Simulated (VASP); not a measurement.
A run of VASP 6.6.1 is set up as follows.

INCAR

```
SYSTEM = Rb3Ag
PREC = Accurate ; ENCUT = 500
EDIFF = 1E-6 ; ISMEAR = 0
SIGMA = 0.05 ; LREAL = .FALSE.
LASPH = .TRUE. ; NELM = 120
ALGO = Normal ; ISIF = 2
LWAVE = .FALSE. ; LCHARG = .FALSE.
GGA = LIBXC ; LIBXC1 = GGA_X_PBE
LIBXC2 = GGA_C_LYP ; NBANDS = 27
GGA_COMPAT = .FALSE.
```

The input KPOINTS:

```
Automatic mesh
0
G
  4 4 4
  0 0 0
```

Contents of POSCAR:

```
Rb3Ag
1.0
    4.7017708370      0.0000000000      0.0000000000
    0.0000000000      4.7017708370      0.0000000000
    0.0000000000      0.0000000000      4.7017708370
Rb Ag
3 1
Direct
    0.0000000000      0.5000000000      0.5000000000
    0.5000000000      0.0000000000      0.5000000000
    0.5000000000      0.5000000000      0.0000000000
    0.0000000000      0.0000000000      0.0000000000
```

Potentials or basis: VASP PAW PBE potentials, release 64 (Rb_sv, Ag).

The run is started by

```bash
$ cat potpaw_PBE.64/Rb_sv/POTCAR potpaw_PBE.64/Ag/POTCAR > POTCAR
$ mpirun -np 1 vasp_std > vasp.out
```

(1) Estimate the pressure.

(2) Predict the band gap on the k mesh.

Answers

(1) 20.2 GPa.

(2) zero (bands 19 and 20 overlap by 0.88 eV).

Caveat: the cell stands under pressure; the PAW data sets were made with another functional, which shifts forces and pressure a little.
